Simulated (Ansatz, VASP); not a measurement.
Co in VASP and in Ansatz

File INCAR:

```
PREC = Accurate ; ENCUT = 520
EDIFF = 1E-6 ; ISMEAR = -1
SIGMA = 0.05 ; LREAL = False
LASPH = True ; NELM = 150
ALGO = Normal ; ISIF = 2
LWAVE = False ; LCHARG = True
ISPIN = 2 ; MAGMOM = 4 4
LORBIT = 11 ; NUPDOWN = 8.0
LMAXMIX = 4 ; GGA = PS
LELF = True ; LVHAR = True
NBANDS = 20
```

The input KPOINTS:

```
regular mesh
0
Gamma
  10 10 6
```

File POSCAR:

```
Co
1.0
    2.4873648738      0.0000000000      0.0000000000
   -1.2436824369      2.1541211692      0.0000000000
    0.0000000000      0.0000000000      4.0632895034
Co
2
Direct
    0.3333333333      0.6666666667      0.7401390000
    0.6666666667      0.3333333333      0.2598610000
```

Contents of input.yaml:

```yaml
crystal:
  lattice:
    - [2.4873648738, 0.0, 0.0]
    - [-1.2436824369, 2.1541211692, 0.0]
    - [0.0, 0.0, 4.0632895034]
  atoms:
    - { symbol: Co, position: [0.3333333333, 0.6666666667, 0.740139], spin: 4.0 }
    - { symbol: Co, position: [0.6666666667, 0.3333333333, 0.259861], spin: 4.0 }
hamiltonian:
  xc: pbesol
  pseudopotentials: { kind: paw }
magnetization:
  spin_polarized: true
  initial_magnetization: 8.0
  spin_locking: { lock_magnetization: hard }
kpoints:
  mp_grid: { grid: [10, 10, 6] }
scf:
  occupations: { method: fermi_dirac, width: 0.05 }
  lower_state_search: "off"
output:
  forces: true
  stress: true
  eigenvalues: true
```

Alike in both runs: task single point; functional PBEsol; k mesh 10 × 10 × 6; occupations fermi-dirac, width 0.05 eV; collinear spin; fixed moment 8 μB.

```csv
,VASP,Ansatz
version,VASP 6.6.1,Ansatz 0.2.0
potentials or method,"VASP PAW PBE potentials, release 64 (Co)",Ansatz PAW
plane-wave cutoff (eV),520,420
valence electrons in the cell,18,34
```

|  | VASP | Ansatz | Ansatz less VASP |
| --- | --- | --- | --- |
| rms of the force components (eV/Å) | 0.648 | 0.675 | +0.0261 |
| net moment per atom (μB) | 4.00 | 4.00 | 0.000 |
| size of the moment on the site where the two differ most (μB) | 3.73 | 3.48 | -0.255 |

VASP's potentials were made for PBE, not for PBEsol. Site moments also hang on the region over which each program counts them. Atom by atom the forces differ by 0.026 eV/Å (rms over components). With one functional, cell and mesh, what is left measures potentials, basis and numerics. VASP's potentials hold 18 valence electrons a cell and Ansatz's 34, so a difference there can come from the potentials and not from the codes.
